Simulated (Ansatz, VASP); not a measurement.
# One calculation of SnSe, two programs

```
CELL_PARAMETERS angstrom
3.52696 0.00000 0.00000
0.00000 3.52696 0.00000
0.00000 0.00000 3.52696
ATOMIC_POSITIONS crystal
Sn 0.00000 0.00000 0.00000
Se 0.50000 0.50000 0.50000
```

Change from the starting cell: volume scaled by 0.88, PAW files.

Alike in both runs: task single point; functional PBE; k mesh 14 × 14 × 14; occupations fermi-dirac, width 0.08 eV; no spin polarisation.

|  | VASP | Ansatz |
| --- | --- | --- |
| version | VASP 6.6.1 | Ansatz 0.2.0 |
| potentials or method | VASP PAW PBE potentials, release 64 (Sn_d, Se) | PAW with Ansatz's default frozen-core files, scalar-relativistic |
| plane-wave cutoff (eV) | 520 | 420 |
| valence electrons in the cell | 20 | 30 |

|  | VASP | Ansatz | Ansatz less VASP |
| --- | --- | --- | --- |
| pressure (GPa) | 8.0 | 8.0 | -0.01 |

The functional is the same, so the differences come from potentials, cutoffs and numerics. VASP's potentials hold 20 valence electrons a cell and Ansatz's 30, so a difference there can come from the potentials and not from the codes.
